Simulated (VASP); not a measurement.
# Hg (P6/mmm) in VASP: further runs

The runs below take Hg through single point, relaxation of shape and atoms at fixed volume, relaxation of cell and atoms, with PBE+D3(BJ).

Program: VASP 6.6.1. These are calculated values, not measurements. Logs are shortened: lines on timing, memory, paths and dates and some standing lists are left out, and cuts for length are marked.

## (1) The cell of the first run

Symmetry: P6/mmm, No. 191, hexagonal system. Conventional cell: a = 5.272 Å, b = 5.272 Å, c = 3.107 Å, α = 90.00°, β = 90.00°, γ = 120.00°. Hg (site symmetry -6m2) has 11 Hg at 3.04 to 3.42 Å within 4.0 Å. Hg (site symmetry 6/mmm) has 14 Hg at 3.11 to 3.42 Å within 4.1 Å.

## (2) Single point, PBE+D3(BJ) (24.93 Å³/atom)

Contents of INCAR:

```
SYSTEM = Hg
PREC = Accurate ; ENCUT = 520
EDIFF = 1E-7 ; ISMEAR = 0
SIGMA = 0.1 ; LREAL = .False.
LASPH = .True. ; NELM = 100
ALGO = Fast ; ISIF = 2
LWAVE = .False. ; LCHARG = .True.
GGA = PE ; IVDW = 12
LELF = .True. ; LVHAR = .True.
NBANDS = 25
```

Contents of KPOINTS:

```
regular mesh
0
Gamma
  9 9 14
  0 0 0
```

Contents of POSCAR:

```
Hg
1.0
    5.2723389312      0.0000000000      0.0000000000
   -2.6361694656      4.5659794517      0.0000000000
    0.0000000000      0.0000000000      3.1071974427
Hg
3
Direct
    0.3333333333      0.6666666667      0.5000000000
    0.0000000000      0.0000000000      0.0000000000
    0.6666666667      0.3333333333      0.5000000000
```

Potentials or basis: VASP PAW PBE potentials, release 64 (Hg).

On the command line:

```console
$ cat potpaw_PBE.64/Hg/POTCAR > POTCAR
$ mpirun -np 1 vasp_std > vasp.out
```

OUTCAR:

```text
SYSTEM = Hg
   PREC = Accurate
   ENCUT = 520
   EDIFF = 1E-7
   ISMEAR = 0
   LREAL = .False.
   LASPH = .True.
   NELM = 100
   ISIF = 2
   GGA = PE
   IVDW = 12
 IVDW          = 12

 ion  position               nearest neighbor table
   1  0.333  0.667  0.500-   3 3.04   3 3.04   3 3.04   2 3.42   2 3.42   2 3.42   2 3.42   2 3.42
                             2 3.42
   2  0.000  0.000  0.000-   1 3.42   3 3.42   1 3.42   3 3.42   1 3.42   1 3.42   3 3.42   3 3.42
                             3 3.42   3 3.42   1 3.42   1 3.42
   3  0.667  0.333  0.500-   1 3.04   1 3.04   1 3.04   2 3.42   2 3.42   2 3.42   2 3.42   2 3.42
                             2 3.42

  LATTYP: Found a hexagonal cell.
 ALAT       =     5.2723389312
 C/A-ratio  =     0.5893394721

  Lattice vectors:

 A1 = (   5.2723389312,   0.0000000000,   0.0000000000)
 A2 = (  -2.6361694656,   4.5659794517,   0.0000000000)
 A3 = (   0.0000000000,   0.0000000000,   3.1071974427)

Analysis of symmetry for initial positions (statically):
=====================================================================
 Subroutine PRICEL returns:
 Original cell was already a primitive cell.

 Routine SETGRP: Setting up the symmetry group for a
 hexagonal supercell.

 Subroutine GETGRP returns: Found 24 space group operations
 (whereof 24 operations were pure point group operations)
 out of a pool of 24 trial point group operations.

The static configuration has the point symmetry D_6h.

Analysis of symmetry for dynamics (positions and initial velocities):
=====================================================================
 Subroutine PRICEL returns:
 Original cell was already a primitive cell.

 Routine SETGRP: Setting up the symmetry group for a
 hexagonal supercell.

 Subroutine GETGRP returns: Found 24 space group operations
 (whereof 24 operations were pure point group operations)
 out of a pool of 24 trial point group operations.

The dynamic configuration has the point symmetry D_6h.

 Subroutine INISYM returns: Found 24 space group operations
 (whereof 24 operations are pure point group operations),
 and found     1 'primitive' translations

----------------------------------------------------------------------------------------

                                     Primitive cell

  volume of cell :      74.8008

  direct lattice vectors                    reciprocal lattice vectors
     5.272338931  0.000000000  0.000000000     0.189669142  0.109505530  0.000000000
    -2.636169466  4.565979452  0.000000000     0.000000000  0.219011060  0.000000000
     0.000000000  0.000000000  3.107197443     0.000000000  0.000000000  0.321833427

  length of vectors
     5.272338931  5.272338931  3.107197443     0.219011060  0.219011060  0.321833427

  position of ions in fractional coordinates (direct lattice)
     0.333333333  0.666666667  0.500000000
     0.000000000  0.000000000  0.000000000
     0.666666667  0.333333333  0.500000000

  ion indices of the primitive-cell ions
   primitive index   ion index
                 1           1
                 2           2
                 3           3

----------------------------------------------------------------------------------------

 KPOINTS: regular mesh

Automatic generation of k-mesh.
 Grid dimensions read from file:
 generate k-points for:    9    9   14

 Generating k-lattice:

  Cartesian coordinates                     Fractional coordinates (reciprocal lattice)
     0.021074349  0.012167281  0.000000000     0.111111111  0.000000000  0.000000000
     0.000000000  0.024334562  0.000000000     0.000000000  0.111111111  0.000000000
     0.000000000  0.000000000  0.022988102     0.000000000  0.000000000  0.071428571

  Length of vectors
     0.024334562  0.024334562  0.022988102

  Shift w.r.t. Gamma in fractional coordinates (k-lattice)
     0.000000000  0.000000000  0.000000000

 Subroutine IBZKPT returns following result:
 ===========================================

 Found     96 irreducible k-points:

 Following reciprocal coordinates:
            Coordinates               Weight
  0.000000  0.000000  0.000000      1.000000
  0.111111 -0.000000  0.000000      6.000000
  0.222222 -0.000000  0.000000      6.000000
  0.333333 -0.000000  0.000000      6.000000
  0.444444 -0.000000  0.000000      6.000000
  0.111111  0.111111  0.000000      6.000000
[... 16 lines left out ...]
  0.333333  0.222222  0.071429     24.000000
  0.333333  0.333333  0.071429      4.000000
 [... further k-points ...]
   k-points           NKPTS =     96   k-points in BZ     NKDIM =     96   number of bands    NBANDS=     25
   number of dos      NEDOS =    301   number of ions     NIONS =      3
   total plane-waves  NPLWV =  38400
   dimension x,y,z NGX =    40 NGY =   40 NGZ =   24
   dimension x,y,z NGXF=    80 NGYF=   80 NGZF=   48
   ions per type =               3
   NGX,Y,Z   is equivalent  to a cutoff of  12.61, 12.61, 12.84 a.u.
   NGXF,Y,Z  is equivalent  to a cutoff of  25.23, 25.23, 25.68 a.u.
 SYSTEM =  Hg
   PREC   = accura    normal or accurate (medium, high low for compatibility)
   ISTART =      0    job   : 0-new  1-cont  2-samecut
   ICHARG =      2    charge: 1-file 2-atom 10-const
   ISPIN  =      1    spin polarized calculation?
   LNONCOLLINEAR =      F non collinear calculations
   LSORBIT =      F    spin-orbit coupling
   LASPH  =      T    aspherical Exc in radial PAW
   ENCUT  =  520.0 eV  38.22 Ry    6.18 a.u.   9.80  9.80  5.78*2*pi/ulx,y,z
   NELM   =    100;   NELMIN=  2; NELMDL= -5     # of ELM steps
   EDIFF  = 0.1E-06   stopping-criterion for ELM
   LREAL  =      F    real-space projection
   EDIFFG = 0.1E-05   stopping-criterion for IOM
   NSW    =      0    number of steps for IOM
   IBRION =     -1    ionic relax: 0-MD 1-quasi-New 2-CG
   NFREE  =      0    steps in history (QN), initial steepest desc. (CG)
   ISIF   =      2    stress and relaxation
   ISYM   =      2    0-nonsym 1-usesym 2-fastsym
   POTIM  = 0.5000    time-step for ionic-motion
   TEBEG  =    0.0;   TEEND  =   0.0 temperature during run
   PSTRESS=    0.0 pullay stress
   NELECT =      36.0000    total number of electrons
   NUPDOWN=      -1.0000    fix difference up-down
   EMIN   =  10.00;   EMAX   =-10.00  energy-range for DOS
   EFERMI =   0.00;   METHOD = LEGACY
   ISMEAR =     0;   SIGMA  =   0.10  broadening in eV -4-tet -1-fermi 0-gaus
   EFERMI_NEDOS =   21; number of points for ismear=-14 and -15
   IALGO  =     68    algorithm
   IMIX   =      4    mixing-type and parameters
     AMIX     =   0.40;   BMIX     =  1.00
     AMIX_MAG =   1.60;   BMIX_MAG =  1.00
  volume/ion in A,a.u.               =      24.93       168.26
  Fermi-wavevector in a.u.,A,eV,Ry     =   1.282942  2.424408 22.394369  1.645940
  Thomas-Fermi vector in A             =   2.415224
   LORBIT       =      0    0 simple, 1 ext, 2 COOP (PROOUT), +10 PAW based schemes
   GGA     = PE    functional components
   LHFCALC =     F    Hartree Fock is set to
   AEXX    =    0.0000 exact exchange contribution
   IVDW    =    12    specifies the selected vdW correction
   LEPSILON=     F    determine dielectric tensor
   LRPA    =     F    only Hartree local field effects (RPA)
 non-spin polarized calculation
 RMM-DIIS sequential band-by-band and
 Gauss-broadening in eV      SIGMA  =   0.10
  energy-cutoff  :      520.00
  volume of cell :       74.80
 maximum number of plane-waves:      2040
 NGX is ok and might be reduce to    40
   NGX = 19   NGY = 19   NGZ = 11

 number of electron      35.9999996 magnetization

 Free energy of the ion-electron system (eV)
  ---------------------------------------------------
  ext. energy  EPLUGINS =         0.00000000
  ---------------------------------------------------
  free energy    TOTEN  =        -0.41176633 eV

  energy without entropy =       -0.41025960  energy(sigma->0) =       -0.41101297

 E-fermi :   2.2937     XC(G=0): -10.5495

 val. band max:        2.2202067544   @ k =   0.2222  -0.0000   0.0000
 cond. band min:       2.3278545917   @ k =   0.2222   0.2222   0.4286
 fundamental gap:      0.1076478373
 Fermi energy:         2.2937149910

 k-point     1 :       0.0000    0.0000    0.0000
  band No.  band energies     occupation
      1      -6.3046      2.00000
      2      -5.4451      2.00000
      3      -4.9500      2.00000
      4      -4.7546      2.00000
      5      -4.5658      2.00000
      6      -4.5658      2.00000
[... 17 lines left out ...]
     24      15.7964      0.00000
     25      16.9171      0.00000

 k-point     2 :       0.1111   -0.0000    0.0000
  band No.  band energies     occupation
      1      -6.2015      2.00000
      2      -5.4268      2.00000
      3      -4.9707      2.00000
      4      -4.8080      2.00000
      5      -4.6794      2.00000
      6      -4.6759      2.00000
[... 17 lines left out ...]
     24      15.7284      0.00000
     25      16.1408      0.00000

 k-point     3 :       0.2222   -0.0000    0.0000
  band No.  band energies     occupation
      1      -5.9085      2.00000
      2      -5.3763      2.00000
      3      -5.0514      2.00000
      4      -4.9884      2.00000
      5      -4.7980      2.00000
      6      -4.7457      2.00000
[... 17 lines left out ...]
     24      13.9296      0.00000
     25      14.7039      0.00000

 k-point     4 :       0.3333   -0.0000    0.0000
  band No.  band energies     occupation
      1      -5.5068      2.00000
      2      -5.3279      2.00000
      3      -5.2091      2.00000
      4      -5.0551      2.00000
      5      -4.8718      2.00000
      6      -4.7782      2.00000
[... 17 lines left out ...]
     24      12.1449      0.00000
     25      13.0326      0.00000

 k-point     5 :       0.4444   -0.0000    0.0000
  band No.  band energies     occupation
      1      -5.4125      2.00000
      2      -5.2440      2.00000
      3      -5.1651      2.00000
      4      -5.0428      2.00000
      5      -4.9036      2.00000
      6      -4.7557      2.00000
[... 17 lines left out ...]
     24      11.3628      0.00000
     25      13.0825      0.00000

 k-point     6 :       0.1111    0.1111    0.0000
  band No.  band energies     occupation
      1      -6.0038      2.00000
      2      -5.3923      2.00000
      3      -5.0085      2.00000
      4      -4.9359      2.00000
      5      -4.8146      2.00000
      6      -4.7180      2.00000
[... 17 lines left out ...]
     24      14.2017      0.00000
     25      15.8889      0.00000
[... 393 lines left out ...]
 k-point    21 :       0.4444    0.1111    0.0714
  band No.  band energies     occupation
      1      -5.3861      2.00000
      2      -5.1331      2.00000
      3      -5.1278      2.00000
      4      -5.0161      2.00000
      5      -4.8706      2.00000
      6      -4.8300      2.00000
[... 17 lines left out ...]
     24      11.6286      0.00000
     25      12.5560      0.00000

 k-point    22 :       0.2222    0.2222    0.0714
  band No.  band energies     occupation
      1      -5.3647      2.00000
      2      -5.2212      2.00000
      3      -5.1205      2.00000
      4      -5.0942      2.00000
      5      -4.9727      2.00000
      6      -4.7595      2.00000
[... 17 lines left out ...]
     24      11.5918      0.00000
     25      14.1147      0.00000

 k-point    23 :       0.3333    0.2222    0.0714
  band No.  band energies     occupation
      1      -5.4006      2.00000
      2      -5.1657      2.00000
      3      -5.1331      2.00000
      4      -5.0322      2.00000
      5      -5.0070      2.00000
      6      -4.7956      2.00000
[... 17 lines left out ...]
     24      12.4095      0.00000
     25      12.8315      0.00000

 k-point    24 :       0.3333    0.3333    0.0714
  band No.  band energies     occupation
      1      -5.4309      2.00000
      2      -5.1460      2.00000
      3      -5.1460      2.00000
      4      -5.0369      2.00000
      5      -5.0369      2.00000
      6      -4.8031      2.00000
[... 17 lines left out ...]
     24      12.6314      0.00000
     25      13.1527      0.00000

 [... further k-points ...]

------------------------ aborting loop because EDIFF is reached ----------------------------------------

 Edisp (eV)   -1.26140

 E8    (eV) :    -0.5722

  FORCE on cell =-STRESS in cart. coord.  units (eV):
  Direction    XX          YY          ZZ          XY          YZ          ZX
  --------------------------------------------------------------------------------------
  -------------------------------------------------------------------------------------
  Total       0.54210     0.54210     0.58069     0.00000     0.00000    -0.00000
  in kB      11.61128    11.61128    12.43805     0.00000     0.00000    -0.00000
  external pressure =       11.89 kB  Pullay stress =        0.00 kB

 VOLUME and BASIS-vectors are now :
 -----------------------------------------------------------------------------
  energy-cutoff  :      520.00
  volume of cell :       74.80
      direct lattice vectors                 reciprocal lattice vectors
     5.272338931  0.000000000  0.000000000     0.189669142  0.109505530  0.000000000
    -2.636169466  4.565979452  0.000000000     0.000000000  0.219011060  0.000000000
     0.000000000  0.000000000  3.107197443     0.000000000  0.000000000  0.321833427

 POSITION                                       TOTAL-FORCE (eV/Angst)
 -----------------------------------------------------------------------------------
     -0.00000      3.04399      1.55360         0.000000      0.000000     -0.000000
      0.00000      0.00000      0.00000        -0.000000      0.000000      0.000000
      2.63617      1.52199      1.55360        -0.000000     -0.000000      0.000000
 -----------------------------------------------------------------------------------
    total drift:                                0.000000     -0.000000      0.000000

  FREE ENERGIE OF THE ION-ELECTRON SYSTEM (eV)
  ---------------------------------------------------
  free  energy   TOTEN  =        -1.6731693832 eV

  energy  without entropy=       -1.6716626566  energy(sigma->0) =       -1.67241602
```

Run time: 55 s. Hardware: 1 thread of Intel Xeon 6975P-C (Granite Rapids), shared host; peak memory 0.29 GiB.

What came out:

| Quantity | Value |
| --- | --- |
| Free energy | -1.6732 eV |
| Pressure | 1.2 GPa |
| Band gap on the k mesh | zero (bands 18 and 19 overlap by 3.93 eV) |
| Dispersion energy per atom | -0.420 eV |

Levels at points of the mesh, in eV from the Fermi level:
| k point | band 16 | band 17 | band 18 | band 19 | band 20 | band 21 |
| --- | --- | --- | --- | --- | --- | --- |
| (0.00, 0.00, 0.00) | -5.72 | -1.14 | -0.73 | 1.90 | 1.90 | 1.96 |
| (0.00, 0.00, 0.50) | -3.17 | -2.78 | 2.76 | 3.42 | 3.47 | 3.80 |

Caveat: spin-orbit coupling is left out, which moves the levels of the heavy elements.

## (3) Single point, PBE+D3(BJ) (27.25 Å³/atom)

This run uses another cell than the first one, of 27.25 Å³/atom.

Contents of INCAR:

```
PREC     = Accurate       # precision mode
ENCUT    = 520            # plane-wave cutoff, eV
EDIFF    = 1E-6           # SCF threshold, eV
ISMEAR   = 0              # smearing method
SIGMA    = 0.1            # smearing width, eV
LREAL    = False          # projectors in reciprocal space
LASPH    = True           # aspherical terms in the spheres
NELM     = 60             # most SCF steps
ALGO     = Fast           # electronic algorithm
ISIF     = 2              # what is computed and relaxed
LWAVE    = False          # write WAVECAR
LCHARG   = True           # write CHGCAR
GGA      = PE             # functional
IVDW     = 12             # dispersion correction
LELF     = True           # ELF
LVHAR    = True         
NBANDS   = 25             # bands
```

Contents of KPOINTS:

```
regular mesh
0
Gamma
  9 9 14
```

Contents of POSCAR:

```
Hg
1.0
    5.4306027017      0.0000000000      0.0000000000
   -2.7153013508      4.7030398976      0.0000000000
    0.0000000000      0.0000000000      3.2004685297
Hg
3
Direct
    0.3333333333      0.6666666667      0.5000000000
    0.0000000000      0.0000000000      0.0000000000
    0.6666666667      0.3333333333      0.5000000000
```

Potentials or basis: VASP PAW PBE potentials, release 64 (Hg).

On the command line:

```console
$ cat potpaw_PBE.64/Hg/POTCAR > POTCAR
$ mpirun -np 1 vasp_std > vasp.out
```

It took 51 s on 1 thread of Intel Xeon 6975P-C (Granite Rapids), shared host; peak memory 0.3 GiB.

Results (log left out):

* Free energy: -1.6745 eV
* Pressure: -1.0 GPa
* Band gap on the k mesh: zero (bands 18 and 19 overlap by 2.98 eV)
* Dispersion energy per atom: -0.385 eV

Stress tensor (GPa, compression positive):
```
-1.01  0.00  0.00
 0.00 -1.01  0.00
 0.00  0.00 -0.91
```

Levels at points of the mesh, in eV from the Fermi level:
```tsv
k point	band 14	band 15	band 16	band 17	band 18	band 19	band 20	band 21	band 22	band 23
(0.00, 0.00, 0.00)	-6.20	-5.76	-5.76	-1.41	-1.04	1.80	1.80	1.87	1.87	8.09
(0.00, 0.00, 0.50)	-5.86	-5.52	-3.27	-2.73	2.05	2.96	3.22	3.63	4.04	4.04
```

Caveat: spin-orbit coupling is left out, which moves the levels of the heavy elements.

## (4) Single point, PBE+D3(BJ) (28.28 Å³/atom)

This run uses another cell than the first one, of 28.28 Å³/atom.

Contents of INCAR:

```
SYSTEM = Hg
ALGO     = Fast           ! electronic algorithm
EDIFF    = 1E-7           ! SCF threshold, eV
ENCUT    = 520            ! plane-wave cutoff, eV
GGA      = PE             ! functional
ISIF     = 2              ! what is computed and relaxed
ISMEAR   = 0              ! smearing method
IVDW     = 12             ! dispersion correction
LASPH    = .TRUE.         ! aspherical terms in the spheres
LCHARG   = .FALSE.        ! write CHGCAR
LREAL    = .FALSE.        ! projectors in reciprocal space
LWAVE    = .FALSE.        ! write WAVECAR
NBANDS   = 25             ! bands
NELM     = 60             ! most SCF steps
PREC     = Accurate       ! precision mode
SIGMA    = 0.1            ! smearing width, eV
```

Contents of KPOINTS:

```
k-points
0
G
  9 9 14
  0 0 0
```

Contents of POSCAR:

```
Hg
1.0
    5.4801051023      0.0000000000      0.0000000000
   -2.7400525511      4.7459102340      0.0000000000
    0.0000000000      0.0000000000      3.2615096513
Hg
3
Direct
    0.3333333333      0.6666666667      0.5000000000
    0.0000000000      0.0000000000      0.0000000000
    0.6666666667      0.3333333333      0.5000000000
```

On the command line:

```console
$ cat potpaw_PBE.64/Hg/POTCAR > POTCAR
$ mpirun -np 1 vasp_std > vasp.out
```

It took 65 s on 1 thread of Intel Xeon 6975P-C (Granite Rapids), shared host; peak memory 0.31 GiB.

Results (log left out):

```yaml
Free_energy: -1.6529 eV
Pressure: -1.4 GPa
Band_gap_on_the_k_mesh: zero (bands 18 and 19 overlap by 2.58 eV)
Dispersion_energy_per_atom: -0.372 eV
```

Levels at points of the mesh, in eV from the Fermi level:
```csv
k point,band 14,band 15,band 16,band 17,band 18,band 19,band 20,band 21,band 22,band 23
"(0.00, 0.00, 0.00)",-6.15,-5.73,-5.73,-1.42,-1.04,1.86,1.86,1.93,1.93,7.76
"(0.00, 0.00, 0.50)",-5.81,-5.52,-3.33,-2.72,1.81,2.86,3.20,3.66,3.98,3.98
```

Caveat: spin-orbit coupling is left out, which moves the levels of the heavy elements.

(Continued in part 2 of 2.)
